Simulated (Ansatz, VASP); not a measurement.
WO: VASP beside Ansatz

```xyz
2
Lattice="2.8254 0.0000 0.0000 0.0000 2.8254 0.0000 0.0000 0.0000 2.8254" Properties=species:S:1:pos:R:3 pbc="T T T"
W     0.0000    0.0000    0.0000
O     1.4127    1.4127    1.4127
```

Alike in both runs: functional PBE; k mesh 8 × 8 × 8; occupations gaussian, width 0.1 eV; no spin polarisation.

Ansatz relaxed the structure, and its values are those at the end. VASP's run is a single point on that final structure, the one shown.

|  | VASP | Ansatz |
| --- | --- | --- |
| version | VASP 6.6.1 | Ansatz 0.2.0 |
| potentials or method | VASP PAW PBE potentials, release 64 (W_sv, O), cutoff 520 eV | scalar-relativistic, plane waves, PAW |
| valence electrons in the cell | 20 | 20 |

```tsv
	VASP	Ansatz	Ansatz less VASP
gap on the k mesh at the Fermi level (eV)	none	none	-
pressure (GPa)	0.9	0.0	-0.84
```

A gap of «none» marks a metal or a gap that the smearing closes.

Neither program's run includes spin-orbit coupling.
